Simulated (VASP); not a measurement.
A run of VASP 6.6.1 is set up as follows.

Contents of INCAR:

```
PREC     = Accurate       # precision mode
ENCUT    = 600            # plane-wave cutoff, eV
EDIFF    = 1E-6           # SCF threshold, eV
ISMEAR   = -1             # smearing method
SIGMA    = 0.05           # smearing width, eV
LREAL    = F              # projectors in reciprocal space
LASPH    = T              # aspherical terms in the spheres
NELM     = 120            # most SCF steps
ALGO     = Normal         # electronic algorithm
ISIF     = 2              # what is computed and relaxed
LWAVE    = F              # write WAVECAR
LCHARG   = F              # write CHGCAR
GGA      = PS             # functional
NBANDS   = 24             # bands
GGA_COMPAT= F
```

The input KPOINTS:

```
regular mesh
0
Gamma
  8 8 8
```

Contents of POSCAR:

```
HgF3
1.0
    0.0000000000      2.8092037159      2.8092037159
    2.8092037159      0.0000000000      2.8092037159
    2.8092037159      2.8092037159      0.0000000000
Hg F
1 3
Direct
    0.0000000000      0.0000000000      0.0000000000
    0.5000000000      0.5000000000      0.5000000000
    0.2500000000      0.2500000000      0.2500000000
    0.7500000000      0.7500000000      0.7500000000
```

Potentials or basis: VASP PAW PBE potentials, release 64 (Hg, F).

Launch:

```sh
$ cat potpaw_PBE.64/Hg/POTCAR potpaw_PBE.64/F/POTCAR > POTCAR
$ mpirun -np 1 vasp_std > vasp.out
```

(1) Predict the pressure.

(2) Estimate the band gap on the k mesh.

Results:

(1) 0.4 GPa.

(2) zero (an odd number of electrons rules out a gap without spin polarisation).

Caveat: the PAW data sets were made with another functional, which shifts forces and pressure a little; spin-orbit coupling is left out, which moves the levels of the heavy elements; an odd number of electrons without spin polarisation forces a metal; a magnetic or distorted state may lie lower.
